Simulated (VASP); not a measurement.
# Pb (Fmmm) in VASP: further runs

Runs on Pb. Level: PBE. Tasks: single point.

Program: VASP 6.6.1. These are calculated values, not measurements. Logs are shortened: lines on timing, memory, paths and dates and some standing lists are left out, and cuts for length are marked.

### 1 The cell of the first run

The structure is orthorhombic, space group Fmmm (No. 69). The conventional cell has a = 4.643 Å, b = 4.940 Å, c = 5.236 Å, α = 90.00°, β = 90.00°, γ = 90.00°. Pb (site symmetry mmm) has 12 Pb at 3.39 to 3.60 Å within 4.5 Å.

### 2 Single point, PBE (strain -0.0600 x Voigt [1, -1, 0, 0, 0, 0])

INCAR

```
SYSTEM = Pb
ALGO = Fast ; EDIFF = 1E-6
ENCUT = 520 ; GGA = PE
ISIF = 2 ; ISMEAR = 0
LASPH = .TRUE. ; LCHARG = .FALSE.
LREAL = .FALSE. ; LWAVE = .FALSE.
NBANDS = 13 ; NELM = 100
PREC = Accurate ; SIGMA = 0.15
```

KPOINTS

```
k-points
0
G
  16 16 16
  0 0 0
```

POSCAR

```
Pb
1.0
    0.0000000000      2.6179880000      2.4698000000
    2.3216120000      0.0000000000      2.4698000000
    2.3216120000      2.6179880000      0.0000000000
Pb
1
Direct
    0.0000000000      0.0000000000      0.0000000000
```

Potentials or basis: VASP PAW PBE potentials, release 64 (Pb_d).

Run with:

```sh
$ cat potpaw_PBE.64/Pb_d/POTCAR > POTCAR
$ mpirun -np 1 vasp_std > vasp.out
```

OUTCAR:

```text
SYSTEM = Pb
   EDIFF = 1E-6
   ENCUT = 520
   GGA = PE
   ISIF = 2
   ISMEAR = 0
   LASPH = .TRUE.
   LREAL = .FALSE.
   NELM = 100
   PREC = Accurate

 ion  position               nearest neighbor table
   1  0.000  0.000  0.000-

  LATTYP: Found a face centered orthorhombic cell.
 ALAT       =     4.6432240000
 B/A-ratio  =     1.0638297872
 C/A-ratio  =     1.1276595745

  Lattice vectors:

 A1 = (   0.0000000000,   2.6179880000,  -2.4698000000)
 A2 = (   2.3216120000,   2.6179880000,   0.0000000000)
 A3 = (   2.3216120000,   0.0000000000,  -2.4698000000)

Analysis of symmetry for initial positions (statically):
=====================================================================
 Subroutine PRICEL returns:
 Original cell was already a primitive cell.

 Routine SETGRP: Setting up the symmetry group for a
 face centered orthorhombic supercell.

 Subroutine GETGRP returns: Found  8 space group operations
 (whereof  8 operations were pure point group operations)
 out of a pool of  8 trial point group operations.

The static configuration has the point symmetry D_2h.

Analysis of symmetry for dynamics (positions and initial velocities):
=====================================================================
 Subroutine PRICEL returns:
 Original cell was already a primitive cell.

 Routine SETGRP: Setting up the symmetry group for a
 face centered orthorhombic supercell.

 Subroutine GETGRP returns: Found  8 space group operations
 (whereof  8 operations were pure point group operations)
 out of a pool of  8 trial point group operations.

The dynamic configuration has the point symmetry D_2h.

 Subroutine INISYM returns: Found  8 space group operations
 (whereof  8 operations are pure point group operations),
 and found     1 'primitive' translations

----------------------------------------------------------------------------------------

                                     Primitive cell

  volume of cell :      30.0227

  direct lattice vectors                    reciprocal lattice vectors
     0.000000000  2.617988000  2.469800000    -0.215367598  0.190986361  0.202445542
     2.321612000  0.000000000  2.469800000     0.215367598 -0.190986361  0.202445542
     2.321612000  2.617988000  0.000000000     0.215367598  0.190986361 -0.202445542

  length of vectors
     3.599135064  3.389659912  3.499106093     0.351913611  0.351913611  0.351913611

  position of ions in fractional coordinates (direct lattice)
     0.000000000  0.000000000  0.000000000
[... 79 lines left out ...]
   NSW    =      0    number of steps for IOM
   IBRION =     -1    ionic relax: 0-MD 1-quasi-New 2-CG
   NFREE  =      0    steps in history (QN), initial steepest desc. (CG)
   ISIF   =      2    stress and relaxation
   ISYM   =      2    0-nonsym 1-usesym 2-fastsym
   POTIM  = 0.5000    time-step for ionic-motion
   TEBEG  =    0.0;   TEEND  =   0.0 temperature during run
   PSTRESS=    0.0 pullay stress
   NELECT =      14.0000    total number of electrons
   NUPDOWN=      -1.0000    fix difference up-down
   EMIN   =  10.00;   EMAX   =-10.00  energy-range for DOS
   EFERMI =   0.00;   METHOD = LEGACY
   ISMEAR =     0;   SIGMA  =   0.15  broadening in eV -4-tet -1-fermi 0-gaus
   EFERMI_NEDOS =   21; number of points for ismear=-14 and -15
   IALGO  =     68    algorithm
   IMIX   =      4    mixing-type and parameters
     AMIX     =   0.40;   BMIX     =  1.00
     AMIX_MAG =   1.60;   BMIX_MAG =  1.00
  volume/ion in A,a.u.               =      30.02       202.60
  Fermi-wavevector in a.u.,A,eV,Ry     =   1.269505  2.399017 21.927740  1.611643
  Thomas-Fermi vector in A             =   2.402543
   LORBIT       =      0    0 simple, 1 ext, 2 COOP (PROOUT), +10 PAW based schemes
   GGA     = PE    functional components
   LHFCALC =     F    Hartree Fock is set to
   AEXX    =    0.0000 exact exchange contribution
   IVDW    =     0    specifies the selected vdW correction
   LEPSILON=     F    determine dielectric tensor
   LRPA    =     F    only Hartree local field effects (RPA)
 non-spin polarized calculation
 RMM-DIIS sequential band-by-band and
 Gauss-broadening in eV      SIGMA  =   0.15
  energy-cutoff  :      520.00
  volume of cell :       30.02
 maximum number of plane-waves:       827
   NGX = 13   NGY = 13   NGZ = 13

 number of electron      13.9999997 magnetization

 Free energy of the ion-electron system (eV)
  ---------------------------------------------------
  ext. energy  EPLUGINS =         0.00000000
  ---------------------------------------------------
  free energy    TOTEN  =        -3.54020816 eV

  energy without entropy =       -3.53430675  energy(sigma->0) =       -3.53725745

 E-fermi :   7.4375     XC(G=0): -10.2320

 val. band max:        7.4341879134   @ k =  -0.1250   0.1875   0.2500
 cond. band min:       7.4417484513   @ k =  -0.2500   0.3125   0.3125
 fundamental gap:      0.0075605379
 Fermi energy:         7.4374634414

 k-point     1 :       0.0000    0.0000    0.0000
  band No.  band energies     occupation
      1      -9.7675      2.00000
      2      -9.6802      2.00000
      3      -9.6191      2.00000
      4      -9.6107      2.00000
      5      -9.4910      2.00000
      6      -4.4324      2.00000
      7      14.7987      0.00000
      8      14.9569      0.00000
      9      14.9592      0.00000
     10      17.2760      0.00000
     11      18.9090      0.00000
     12      19.9320      0.00000
     13      19.9574      0.00000
[... 354 lines left out ...]
  band No.  band energies     occupation
      1      -9.7575      2.00000
      2      -9.6639      2.00000
      3      -9.6188      2.00000
      4      -9.6047      2.00000
      5      -9.4957      2.00000
      6      -4.2283      2.00000
      7      13.0583      0.00000
      8      13.9683      0.00000
      9      14.8666      0.00000
     10      17.0408      0.00000
     11      18.9915      0.00000
     12      19.5606      0.00000
     13      20.1551      0.00000

 [... further k-points ...]
[... 5 lines left out ...]
  --------------------------------------------------------------------------------------
  -------------------------------------------------------------------------------------
  Total        0.7051341      0.3945119      0.5681382      0.0000000      0.0000000      0.0000000
  in kB       37.6299117     21.0533720     30.3190459      0.0000000      0.0000000      0.0000000
  external PRESSURE =      29.6674432 kB  Pullay stress =       0.0000000 kB

 VOLUME and BASIS-vectors are now :
 -----------------------------------------------------------------------------
  energy-cutoff  :      520.00
  volume of cell :       30.02
      direct lattice vectors                 reciprocal lattice vectors
     0.000000000  2.617988000  2.469800000    -0.215367598  0.190986361  0.202445542
     2.321612000  0.000000000  2.469800000     0.215367598 -0.190986361  0.202445542
     2.321612000  2.617988000  0.000000000     0.215367598  0.190986361 -0.202445542

 POSITION                                       TOTAL-FORCE (eV/Angst)
 -----------------------------------------------------------------------------------
      0.00000      0.00000      0.00000        -0.000000     -0.000000      0.000000
 -----------------------------------------------------------------------------------
    total drift:                               -0.000000     -0.000000     -0.000000

  FREE ENERGIE OF THE ION-ELECTRON SYSTEM (eV)
  ---------------------------------------------------
  free  energy   TOTEN  =        -3.5402081593 eV

  energy  without entropy=       -3.5343067474  energy(sigma->0) =       -3.53725745
```

stdout:

```text
POSCAR found type information on POSCAR Pb
 POSCAR found :  1 types and       1 ions
 scaLAPACK will be used
 LDA part: xc-table for (Slater+PW92), standard interpolation
 POSCAR, INCAR and KPOINTS ok, starting setup
 FFT: planning ... GRIDC
 FFT: planning ... GRID_SOFT
 FFT: planning ... GRID
 WAVECAR not read
 entering main loop
WARNING in EDDRMM: call to ZHEGV failed, returncode =   6  3     13
WARNING in EDDRMM: call to ZHEGV failed, returncode =   6  3     12
WARNING in EDDRMM: call to ZHEGV failed, returncode =   8  4     13
WARNING in EDDRMM: call to ZHEGV failed, returncode =   8  4     12
WARNING in EDDRMM: call to ZHEGV failed, returncode =   6  3     12
WARNING in EDDRMM: call to ZHEGV failed, returncode =   8  4     11
```

It took 3 min on 1 thread of Intel Xeon 6975P-C, shared host; peak memory 0.34 GiB.

Results:

```yaml
Free_energy: -3.5402 eV
Pressure: 3.0 GPa
Band_gap_on_the_k_mesh: zero (band 7 reaches 14.80 eV, above the bottom of band 8 at 5.45 eV)
```

Stress tensor (GPa, compression positive):
```
3.76 0.00 0.00
0.00 2.11 0.00
0.00 0.00 3.03
```

Levels at points of the mesh, in eV from the Fermi level:
```csv
k point,band 5,band 6,band 7,band 8,band 9,band 10
"(0.00, 0.00, 0.00)",-16.93,-11.87,7.36,7.52,7.52,9.84
"(0.50, 0.00, 0.00)",-16.82,-8.16,-4.29,4.66,6.29,8.86
"(0.50, 0.50, 0.00)",-16.75,-6.72,-3.38,1.73,2.50,5.44
"(0.50, 0.00, 0.50)",-16.80,-7.43,-3.79,2.62,2.98,6.13
"(0.00, 0.50, 0.50)",-16.77,-6.09,-2.79,1.11,1.52,4.78
```

Caveat: the cell differs from its parent crystal (strain -0.0600 x Voigt [1, -1, 0, 0, 0, 0]); spin-orbit coupling is left out, which moves the levels of the heavy elements.

### 3 Single point, PBE (strain -0.0300 x Voigt [1, -1, 0, 0, 0, 0])

INCAR

```
SYSTEM = Pb
PREC = Accurate ; ENCUT = 520
EDIFF = 1E-7 ; ISMEAR = 0
SIGMA = 0.15 ; LREAL = .FALSE.
LASPH = .TRUE. ; NELM = 100
ALGO = Fast ; ISIF = 2
LWAVE = .FALSE. ; LCHARG = .FALSE.
GGA = PE ; NBANDS = 13
```

KPOINTS

```
Automatic mesh
0
G
  16 16 16
  0 0 0
```

POSCAR

```
Pb
1.0
    0.0000000000      2.5438940000      2.4698000000
    2.3957060000      0.0000000000      2.4698000000
    2.3957060000      2.5438940000      0.0000000000
Pb
1
Direct
    0.0000000000      0.0000000000      0.0000000000
```

Potentials or basis: VASP PAW PBE potentials, release 64 (Pb_d).

Run with:

```sh
$ cat potpaw_PBE.64/Pb_d/POTCAR > POTCAR
$ mpirun -np 1 vasp_std > vasp.out
```

Run time: 3.3 min. Hardware: 1 thread of Intel Xeon 6975P-C, shared host; peak memory 0.34 GiB.

The run converged. Its results:

| Quantity | Value |
| --- | --- |
| Free energy | -3.5496 eV |
| Pressure | 2.7 GPa |
| Band gap on the k mesh | zero (band 7 reaches 14.78 eV, above the bottom of band 8 at 5.52 eV) |

Stress tensor (GPa, compression positive):
```
3.34 0.00 0.00
0.00 2.15 0.00
0.00 0.00 2.63
```

Levels at points of the mesh, in eV from the Fermi level:
```
           k point  band 3  band 4  band 5  band 6  band 7  band 8  band 9  band 10  band 11  band 12
(0.00, 0.00, 0.00)  -17.08  -17.00  -16.94  -11.84    7.39    7.46    7.49     9.76    11.41    12.48
(0.50, 0.00, 0.00)  -17.08  -16.85  -16.82   -8.17   -4.27    5.13    5.98     9.29     9.32    10.93
(0.50, 0.50, 0.00)  -16.85  -16.83  -16.77   -6.74   -3.34    1.85    2.24     5.38     6.66    17.81
(0.50, 0.00, 0.50)  -16.85  -16.82  -16.79   -7.08   -3.57    2.31    2.49     5.73     6.97    18.57
(0.00, 0.50, 0.50)  -16.85  -16.81  -16.78   -6.41   -3.07    1.56    1.76     5.05     6.32    17.73
```

Caveat: the cell differs from its parent crystal (strain -0.0300 x Voigt [1, -1, 0, 0, 0, 0]); spin-orbit coupling is left out, which moves the levels of the heavy elements.

### 4 Single point, PBE (strain +0.0375 x Voigt [1, -1, 0, 0, 0, 0])

INCAR

```
  ALGO = Fast
  EDIFF = 1E-7
  ENCUT = 520
  GGA = PE
  ISIF = 2
  ISMEAR = 0
  LASPH = T
  LCHARG = F
  LREAL = F
  LWAVE = F
  NBANDS = 13
  NELM = 100
  PREC = Accurate
  SIGMA = 0.15
```

KPOINTS

```
k-points
0
Gamma
  16 16 16
```

POSCAR

```
Pb
1.0
    0.0000000000      2.3771825000      2.4698000000
    2.5624175000      0.0000000000      2.4698000000
    2.5624175000      2.3771825000      0.0000000000
Pb
1
Direct
    0.0000000000      0.0000000000      0.0000000000
```

Run with:

```sh
$ cat potpaw_PBE.64/Pb_d/POTCAR > POTCAR
$ mpirun -np 1 vasp_std > vasp.out
```

It took 3 min on 1 thread of Intel Xeon 6975P-C, shared host; peak memory 0.34 GiB.

Results (log left out):

| Property | Result |
| --- | --- |
| Free energy | -3.5476 eV |
| Pressure | 2.7 GPa |
| Band gap on the k mesh | zero (band 7 reaches 14.78 eV, above the bottom of band 8 at 5.50 eV) |

Stress tensor (GPa, compression positive):
```
2.11 0.00 0.00
0.00 3.43 0.00
0.00 0.00 2.66
```

Levels at points of the mesh, in eV from the Fermi level:
| k point | band 5 | band 6 | band 7 | band 8 | band 9 | band 10 |
| --- | --- | --- | --- | --- | --- | --- |
| (0.00, 0.00, 0.00) | -16.94 | -11.84 | 7.38 | 7.47 | 7.50 | 9.78 |
| (0.50, 0.00, 0.00) | -16.82 | -8.17 | -4.27 | 5.02 | 6.07 | 9.20 |
| (0.50, 0.50, 0.00) | -16.77 | -6.73 | -3.35 | 1.82 | 2.30 | 5.39 |
| (0.50, 0.00, 0.50) | -16.77 | -6.33 | -3.00 | 1.45 | 1.70 | 4.98 |
| (0.00, 0.50, 0.50) | -16.79 | -7.17 | -3.62 | 2.38 | 2.61 | 5.82 |

Caveat: the cell differs from its parent crystal (strain +0.0375 x Voigt [1, -1, 0, 0, 0, 0]); spin-orbit coupling is left out, which moves the levels of the heavy elements.

### 5 Summary

| cell | further INCAR settings | gap on the mesh (eV) | pressure (GPa) |
| --- | --- | --- | --- |
| a = 3.599, b = 3.390, c = 3.499 Å, angles 63.0, 57.0, 60.0°, 1 atom | ALGO = Fast; EDIFF = 1e-06; NBANDS = 13 | none | 3.0 |
| a = 3.546, b = 3.441, c = 3.494 Å, angles 61.5, 58.5, 60.0°, 1 atom | ALGO = Fast; EDIFF = 1e-07; NBANDS = 13 | none | 2.7 |
| a = 3.428, b = 3.559, c = 3.495 Å, angles 58.1, 61.9, 60.0°, 1 atom | ALGO = Fast; EDIFF = 1e-07; NBANDS = 13 | none | 2.7 |

Alike in all rows: task single point; level PBE; potentials or basis VASP PAW PBE potentials, release 64 (Pb_d); no spin polarisation; k mesh 16 × 16 × 16; cutoff (eV) 520; smearing gaussian 0.15 eV.

Caveats: spin-orbit coupling is left out, which moves the levels of the heavy elements.

Total energies depend on the potentials used, so only differences within one code and one set of settings carry meaning.
